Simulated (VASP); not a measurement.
A run of VASP 6.6.1:

The input POSCAR:

```
SrO
1.0
    2.5545116585      2.5545116585      0.0000000000
   -2.5545116585      2.5545116585      0.0000000000
    0.0000000000      2.5545116585      2.5931238922
Sr O
1 1
Direct
    0.5000000000      0.5000000000      0.0000000000
    0.0000000000      0.0000000000      0.0000000000
```

INCAR.step1

```
SYSTEM = SrO
PREC     = Accurate       ! precision mode
ENCUT    = 520            ! plane-wave cutoff, eV
ISMEAR   = 0              ! smearing method
SIGMA    = 0.01           ! smearing width, eV
LREAL    = .FALSE.        ! projectors in reciprocal space
LASPH    = .TRUE.         ! aspherical terms in the spheres
NELM     = 60             ! most SCF steps
NBANDS   = 15             ! bands
GGA      = PE             ! functional
ALGO     = Normal         ! electronic algorithm
EDIFF    = 1E-4           ! SCF threshold, eV
LWAVE    = .TRUE.         ! write WAVECAR
LCHARG   = .FALSE.        ! write CHGCAR
```

File INCAR.step2:

```
SYSTEM = SrO
PREC     = Accurate       ! precision mode
ENCUT    = 520            ! plane-wave cutoff, eV
EDIFF    = 1E-6           ! SCF threshold, eV
ISMEAR   = 0              ! smearing method
SIGMA    = 0.01           ! smearing width, eV
LREAL    = .FALSE.        ! projectors in reciprocal space
LASPH    = .TRUE.         ! aspherical terms in the spheres
NELM     = 60             ! most SCF steps
ALGO     = Normal         ! electronic algorithm
ISIF     = 2              ! what is computed and relaxed
LWAVE    = .FALSE.        ! write WAVECAR
LCHARG   = .FALSE.        ! write CHGCAR
METAGGA  = R2SCAN         ! meta-GGA
LMIXTAU  = .TRUE.       
NBANDS   = 15             ! bands
ISTART   = 1
```

KPOINTS

```
regular mesh
0
G
  8 8 8
  0 0 0
```

Potentials or basis: VASP PAW PBE potentials, release 64 (Sr_sv, O).

Launch:

```sh
$ cat potpaw_PBE.64/Sr_sv/POTCAR potpaw_PBE.64/O/POTCAR > POTCAR
$ cp INCAR.step1 INCAR
$ mpirun -np 1 vasp_std > vasp.out
$ cp INCAR.step2 INCAR
$ mpirun -np 1 vasp_std > vasp.out
```

Hardware: 1 thread of Intel(R) Xeon(R) 6975P-C (Granite Rapids), on a shared host.

**Question.** Estimate the wall time of this run.

**Answer.** Run time: 69 s on 1 thread of Intel(R) Xeon(R) 6975P-C (Granite Rapids), on a shared host, peak memory 0.18 GiB. Counts: k points 59.
